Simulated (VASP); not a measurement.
# Rh (Fm-3m) in VASP: further runs

The runs below take Rh through relaxation of cell and atoms, with r2SCAN.

All numbers are computed with VASP 6.6.1; they aren't measurements. Logs are shortened: lines on timing, memory, paths and dates and some standing lists are left out, and cuts for length are marked.

### Step 1. The cell of the first run

Symmetry: Fm-3m, No. 225, cubic system. The conventional cell has a = 3.766 Å, b = 3.766 Å, c = 3.766 Å, α = 90.00°, β = 90.00°, γ = 90.00°. Rh (site symmetry m-3m) has 12 Rh at 2.66 Å within 3.5 Å.

### Step 2. Relaxation of cell and atoms, r2SCAN, target pressure 8 GPa, at which the enthalpy is minimised

Contents of POSCAR:

```
Rh
1.0
    0.0000000000      1.8829091952      1.8829091952
    1.8829091952      0.0000000000      1.8829091952
    1.8829091952      1.8829091952      0.0000000000
Rh
1
Direct
    0.0000000000      0.0000000000      0.0000000000
```

Contents of INCAR.step1:

```
ALGO = Normal
EDIFF = 1E-4
ENCUT = 600
GGA = PE
ISMEAR = 0
LASPH = T
LCHARG = F
LREAL = F
LWAVE = T
NELM = 100
PREC = Accurate
SIGMA = 0.1
```

Contents of INCAR.step2:

```
ALGO = Normal
EDIFF = 1E-7
EDIFFG = -0.008
ENCUT = 600
IBRION = 2
ISIF = 3
ISMEAR = 0
ISTART = 1
LASPH = T
LCHARG = F
LMIXTAU = T
LREAL = F
LWAVE = F
METAGGA = R2SCAN
NELM = 100
NSW = 70
PREC = Accurate
PSTRESS = 80.0
SIGMA = 0.1
```

Contents of KPOINTS:

```
k-points
0
Gamma
  18 18 18
```

Potentials or basis: VASP PAW PBE potentials, release 64 (Rh_pv).

On the command line:

```bash
$ cat potpaw_PBE.64/Rh_pv/POTCAR > POTCAR
$ cp INCAR.step1 INCAR
$ mpirun -np 1 vasp_std > vasp.out
$ cp INCAR.step2 INCAR
$ mpirun -np 1 vasp_std > vasp.out
```

OUTCAR:

```text
EDIFF = 1E-7
   EDIFFG = -0.008
   ENCUT = 600
   IBRION = 2
   ISIF = 3
   ISMEAR = 0
   ISTART = 1
   LASPH = T
   LREAL = F
   METAGGA = R2SCAN
   NELM = 100
   NSW = 70
   PREC = Accurate
   PSTRESS = 80.0

 ion  position               nearest neighbor table
   1  0.000  0.000  0.000-

  LATTYP: Found a face centered cubic cell.
 ALAT       =     3.7658183904

  Lattice vectors:

 A1 = (   0.0000000000,   1.8829091952,   1.8829091952)
 A2 = (   1.8829091952,   0.0000000000,   1.8829091952)
 A3 = (   1.8829091952,   1.8829091952,   0.0000000000)

Analysis of symmetry for initial positions (statically):
=====================================================================
 Subroutine PRICEL returns:
 Original cell was already a primitive cell.

 Routine SETGRP: Setting up the symmetry group for a
 face centered cubic supercell.

 Subroutine GETGRP returns: Found 48 space group operations
 (whereof 48 operations were pure point group operations)
 out of a pool of 48 trial point group operations.

The static configuration has the point symmetry O_h .

Analysis of symmetry for dynamics (positions and initial velocities):
=====================================================================
 Subroutine PRICEL returns:
 Original cell was already a primitive cell.

 Routine SETGRP: Setting up the symmetry group for a
 face centered cubic supercell.

 Subroutine GETGRP returns: Found 48 space group operations
 (whereof 48 operations were pure point group operations)
 out of a pool of 48 trial point group operations.

The dynamic configuration has the point symmetry O_h .

 Subroutine INISYM returns: Found 48 space group operations
 (whereof 48 operations are pure point group operations),
 and found     1 'primitive' translations

----------------------------------------------------------------------------------------

                                     Primitive cell

  volume of cell :      13.3511

  direct lattice vectors                    reciprocal lattice vectors
     0.000000000  1.882909195  1.882909195    -0.265546528  0.265546528  0.265546528
     1.882909195  0.000000000  1.882909195     0.265546528 -0.265546528  0.265546528
     1.882909195  1.882909195  0.000000000     0.265546528  0.265546528 -0.265546528

  length of vectors
     2.662835721  2.662835721  2.662835721     0.459940079  0.459940079  0.459940079

  position of ions in fractional coordinates (direct lattice)
     0.000000000  0.000000000  0.000000000

  ion indices of the primitive-cell ions
   primitive index   ion index
                 1           1

----------------------------------------------------------------------------------------

 KPOINTS: k-points

Automatic generation of k-mesh.
 Grid dimensions read from file:
 generate k-points for:   18   18   18

 Generating k-lattice:

  Cartesian coordinates                     Fractional coordinates (reciprocal lattice)
    -0.014752585  0.014752585  0.014752585     0.055555556  0.000000000  0.000000000
     0.014752585 -0.014752585  0.014752585     0.000000000  0.055555556  0.000000000
     0.014752585  0.014752585 -0.014752585     0.000000000  0.000000000  0.055555556

  Length of vectors
     0.025552227  0.025552227  0.025552227

  Shift w.r.t. Gamma in fractional coordinates (k-lattice)
     0.000000000  0.000000000  0.000000000

 Subroutine IBZKPT returns following result:
 ===========================================

 Found    195 irreducible k-points:

 Following reciprocal coordinates:
            Coordinates               Weight
  0.000000  0.000000  0.000000      1.000000
  0.055556  0.000000  0.000000      8.000000
  0.111111  0.000000  0.000000      8.000000
  0.166667  0.000000  0.000000      8.000000
  0.222222  0.000000  0.000000      8.000000
  0.277778  0.000000  0.000000      8.000000
[... 16 lines left out ...]
 -0.277778  0.055556  0.000000     24.000000
 -0.222222  0.055556  0.000000     24.000000
 [... further k-points ...]
   k-points           NKPTS =    195   k-points in BZ     NKDIM =    195   number of bands    NBANDS=     11
   number of dos      NEDOS =    301   number of ions     NIONS =      1
   total plane-waves  NPLWV =  13824
   dimension x,y,z NGX =    24 NGY =   24 NGZ =   24
   dimension x,y,z NGXF=    48 NGYF=   48 NGZF=   48
   ions per type =               1
   NGX,Y,Z   is equivalent  to a cutoff of  14.98, 14.98, 14.98 a.u.
   NGXF,Y,Z  is equivalent  to a cutoff of  29.97, 29.97, 29.97 a.u.
 SYSTEM =  unknown system
   PREC   = accura    normal or accurate (medium, high low for compatibility)
   ISTART =      1    job   : 0-new  1-cont  2-samecut
   ICHARG =      0    charge: 1-file 2-atom 10-const
   ISPIN  =      1    spin polarized calculation?
   LNONCOLLINEAR =      F non collinear calculations
   LSORBIT =      F    spin-orbit coupling
   LASPH  =      T    aspherical Exc in radial PAW
   ENCUT  =  600.0 eV  44.10 Ry    6.64 a.u.   5.32  5.32  5.32*2*pi/ulx,y,z
   NELM   =    100;   NELMIN=  2; NELMDL=  0     # of ELM steps
   EDIFF  = 0.1E-06   stopping-criterion for ELM
   LREAL  =      F    real-space projection
   EDIFFG = -.8E-02   stopping-criterion for IOM
   NSW    =     70    number of steps for IOM
   IBRION =      2    ionic relax: 0-MD 1-quasi-New 2-CG
   NFREE  =      1    steps in history (QN), initial steepest desc. (CG)
   ISIF   =      3    stress and relaxation
   ISYM   =      2    0-nonsym 1-usesym 2-fastsym
   POTIM  = 0.5000    time-step for ionic-motion
   TEBEG  =    0.0;   TEEND  =   0.0 temperature during run
   PSTRESS=   80.0 pullay stress
   NELECT =      15.0000    total number of electrons
   NUPDOWN=      -1.0000    fix difference up-down
   EMIN   =  10.00;   EMAX   =-10.00  energy-range for DOS
   EFERMI =   0.00;   METHOD = LEGACY
   ISMEAR =     0;   SIGMA  =   0.10  broadening in eV -4-tet -1-fermi 0-gaus
   EFERMI_NEDOS =   21; number of points for ismear=-14 and -15
   IALGO  =     38    algorithm
   IMIX   =      4    mixing-type and parameters
     AMIX     =   0.40;   BMIX     =  1.00
     AMIX_MAG =   1.60;   BMIX_MAG =  1.00
  volume/ion in A,a.u.               =      13.35        90.10
  Fermi-wavevector in a.u.,A,eV,Ry     =   1.701894  3.216114 39.408508  2.896444
  Thomas-Fermi vector in A             =   2.781763
   LORBIT       =      0    0 simple, 1 ext, 2 COOP (PROOUT), +10 PAW based schemes
   METAGGA = R2SCAN    functional components
   LHFCALC =     F    Hartree Fock is set to
   AEXX    =    0.0000 exact exchange contribution
   IVDW    =     0    specifies the selected vdW correction
   LEPSILON=     F    determine dielectric tensor
   LRPA    =     F    only Hartree local field effects (RPA)
 conjugate gradient relaxation of ions
 non-spin polarized calculation
 Gauss-broadening in eV      SIGMA  =   0.10
  energy-cutoff  :      600.00
  volume of cell :       13.35
 maximum number of plane-waves:       459
 NGX is ok and might be reduce to    24
   NGX = 11   NGY = 11   NGZ = 11

--------------------------------------- Ionic step        1  -------------------------------------------

 number of electron      15.0000002 magnetization

 Free energy of the ion-electron system (eV)
  ---------------------------------------------------
  ext. energy  EPLUGINS =         0.00000000
  ---------------------------------------------------
  free energy    TOTEN  =       -24.12673285 eV

  energy without entropy =      -24.12028218  energy(sigma->0) =      -24.12350751

------------------------ aborting loop because EDIFF is reached ----------------------------------------

  FORCE on cell =-STRESS in cart. coord.  units (eV):
  Direction    XX          YY          ZZ          XY          YZ          ZX
  --------------------------------------------------------------------------------------
  -------------------------------------------------------------------------------------
  Total        0.7908354      0.7908354      0.7908354     -0.0000000     -0.0000000      0.0000000
  in kB       94.9026927     94.9026927     94.9026927     -0.0000000     -0.0000000      0.0000000
  external PRESSURE =      14.9026927 kB  Pullay stress =      80.0000000 kB
[... 59 lines left out ...]
  enthalpy is  TOTEN    =       -23.4579559336 eV   P V=        0.6787031888

--------------------------------------- Ionic step        3  -------------------------------------------

 number of electron      15.0000002 magnetization

 Free energy of the ion-electron system (eV)
  ---------------------------------------------------
  ext. energy  EPLUGINS =         0.00000000
  ---------------------------------------------------
  free energy    TOTEN  =       -24.13003155 eV

  energy without entropy =      -24.12352706  energy(sigma->0) =      -24.12677931

 E-fermi :  12.2015     XC(G=0): -15.3941

 val. band max:       12.1997645639   @ k =   0.5000   0.2222   0.1111
 cond. band min:      12.2171074580   @ k =   0.5000   0.3889   0.0000
 fundamental gap:      0.0173428941
 Fermi energy:        12.2015477130

 k-point     1 :       0.0000    0.0000    0.0000
  band No.  band energies     occupation
      1     -35.6423      2.00000
      2     -35.6423      2.00000
      3     -35.6423      2.00000
      4       3.8244      2.00000
      5       8.8946      2.00000
      6       8.8946      2.00000
      7       8.8946      2.00000
      8      11.0816      2.00000
      9      11.0816      2.00000
     10      28.8898      0.00000
     11      29.5409      0.00000
[... 309 lines left out ...]
 k-point    24 :      -0.2222    0.0556    0.0000
  band No.  band energies     occupation
      1     -36.0569      2.00000
      2     -35.7264      2.00000
      3     -35.6891      2.00000
      4       5.7383      2.00000
      5       8.5536      2.00000
      6       9.3016      2.00000
      7       9.3551      2.00000
      8      10.8924      2.00000
      9      11.6333      2.00000
     10      28.6119      0.00000
     11      29.5421      0.00000

 [... further k-points ...]

------------------------ aborting loop because EDIFF is reached ----------------------------------------

  FORCE on cell =-STRESS in cart. coord.  units (eV):
  Direction    XX          YY          ZZ          XY          YZ          ZX
  --------------------------------------------------------------------------------------
  -------------------------------------------------------------------------------------
  Total        0.6707271      0.6707271      0.6707271     -0.0000000      0.0000000     -0.0000000
  in kB       80.1259782     80.1259782     80.1259782     -0.0000000      0.0000000     -0.0000000
  external PRESSURE =       0.1259782 kB  Pullay stress =      80.0000000 kB
[... 16 lines left out ...]
  FREE ENERGIE OF THE ION-ELECTRON SYSTEM (eV)
  ---------------------------------------------------
  free  energy   TOTEN  =       -24.1300315466 eV

  energy  without entropy=      -24.1235270645  energy(sigma->0) =      -24.12677931

  enthalpy is  TOTEN    =       -23.4603590356 eV   P V=        0.6696725110

 reached required accuracy - stopping structural energy minimisation
```

Wall time 1.9 min (1 thread of Intel Xeon 6975P-C (Granite Rapids), shared host); peak memory 0.17 GiB.

Results:

```yaml
Free_energy: -24.1300 eV
Relaxed_volume: 13.41 Å³/atom
Relaxed_cell: a = 2.667 Å, b = 2.667 Å, c = 2.667 Å, α = 60.00°, β = 60.00°, γ = 60.00°
Space_group_after_relaxing_to_0.1_Å: Fm-3m (No. 225)
Energy_change_on_relaxing_the_run_minimises_the_enthalpy: -3.3 meV/atom
Ionic_steps: 3
Pressure_after_relaxing: 8.0 GPa
Band_gap_on_the_k_mesh: zero (an odd number of electrons rules out a gap without spin polarisation)
```

Step by step:
```
step  energy change (eV)  largest force (eV/Å)  pressure (GPa)  volume (Å³)
   1              0.0000                0.0000            9.49        13.35
   2             -0.0099                0.0000            3.82        13.59
   3             -0.0033                0.0000            8.01        13.41
```

Final structure:
```cif
data_structure
_symmetry_space_group_name_H-M 'P 1'
_symmetry_Int_Tables_number 1
_cell_length_a 2.6669
_cell_length_b 2.6669
_cell_length_c 2.6669
_cell_angle_alpha 60.000
_cell_angle_beta 60.000
_cell_angle_gamma 60.000
_cell_volume 13.41
loop_
_atom_site_label
_atom_site_type_symbol
_atom_site_fract_x
_atom_site_fract_y
_atom_site_fract_z
_atom_site_occupancy
Rh1 Rh 0.00000 0.00000 0.00000 1
```

Levels at points of the mesh, in eV from the Fermi level:
```tsv
k point	band 5	band 6	band 7	band 8	band 9	band 10
(0.00, 0.00, 0.00)	-3.31	-3.31	-3.31	-1.12	-1.12	16.69
(0.50, 0.00, 0.00)	-3.43	-3.43	0.61	0.61	0.87	9.35
(0.50, 0.50, 0.00)	-6.42	0.53	1.08	1.08	3.51	13.20
```

Caveat: the cell is relaxed towards a set pressure, so the run minimises the enthalpy, not the energy; the PAW data sets were made with another functional, which shifts forces and pressure a little.

### Step 3. Relaxation of cell and atoms, r2SCAN, target pressure -3 GPa, at which the enthalpy is minimised

This run uses another cell than the first one, of 14.11 Å³/atom.

Contents of POSCAR:

```
Rh
1.0
    0.0000000000      1.9179068283      1.9179068283
    1.9179068283      0.0000000000      1.9179068283
    1.9179068283      1.9179068283      0.0000000000
Rh
1
Direct
    0.0000000000      0.0000000000      0.0000000000
```

Contents of INCAR.step1:

```
PREC = Accurate ; ENCUT = 600
ISMEAR = 0 ; SIGMA = 0.1
LREAL = F ; LASPH = T
NELM = 100 ; GGA = PE
ALGO = Normal ; EDIFF = 1E-4
LWAVE = T ; LCHARG = F
```

Contents of INCAR.step2:

```
PREC = Accurate ; ENCUT = 600
EDIFF = 1E-7 ; ISMEAR = 0
SIGMA = 0.1 ; LREAL = F
LASPH = T ; NELM = 100
ALGO = Normal ; ISIF = 3
LWAVE = F ; LCHARG = F
METAGGA = R2SCAN ; LMIXTAU = T
IBRION = 2 ; NSW = 70
EDIFFG = -0.008 ; PSTRESS = -30.0
ISTART = 1
```

Contents of KPOINTS:

```
Automatic mesh
0
Gamma
  18 18 18
```

Potentials or basis: VASP PAW PBE potentials, release 64 (Rh_pv).

On the command line:

```bash
$ cat potpaw_PBE.64/Rh_pv/POTCAR > POTCAR
$ cp INCAR.step1 INCAR
$ mpirun -np 1 vasp_std > vasp.out
$ cp INCAR.step2 INCAR
$ mpirun -np 1 vasp_std > vasp.out
```

It took 2.1 min on 1 thread of Intel Xeon 6975P-C (Granite Rapids), shared host; peak memory 0.18 GiB.

Results (log left out):

* Free energy: -24.1381 eV
* Relaxed volume: 13.92 Å³/atom
* Relaxed cell: a = 2.700 Å, b = 2.700 Å, c = 2.700 Å, α = 60.00°, β = 60.00°, γ = 60.00°
* Space group after relaxing (to 0.1 Å): Fm-3m (No. 225)
* Energy change on relaxing (the run minimises the enthalpy): -5.5 meV/atom
* Ionic steps: 3
* Pressure after relaxing: -3.0 GPa
* Band gap on the k mesh: zero (an odd number of electrons rules out a gap without spin polarisation)

The path:
```csv
step,energy change (eV),largest force (eV/Å),pressure (GPa),volume (Å³)
1,0.0000,0.0000,-6.43,14.11
2,-0.0021,0.0000,5.89,13.50
3,-0.0055,0.0000,-3.01,13.92
```

Final structure:
```xyz
1
Lattice="0.0000 1.9095 1.9095 1.9095 0.0000 1.9095 1.9095 1.9095 0.0000" Properties=species:S:1:pos:R:3 pbc="T T T"
Rh    0.0000    0.0000    0.0000
```

Levels at points of the mesh, in eV from the Fermi level:
```tsv
k point	band 3	band 4	band 5	band 6	band 7	band 8	band 9	band 10	band 11
(0.00, 0.00, 0.00)	-47.77	-8.09	-3.12	-3.12	-3.12	-1.06	-1.06	16.72	17.39
(0.50, 0.00, 0.00)	-47.88	-6.23	-3.23	-3.23	0.57	0.57	0.91	8.94	16.27
(0.50, 0.50, 0.00)	-48.05	-6.43	-6.06	0.49	1.02	1.02	3.46	12.70	13.92
```

Caveat: the cell is relaxed towards a set pressure, so the run minimises the enthalpy, not the energy; the PAW data sets were made with another functional, which shifts forces and pressure a little.
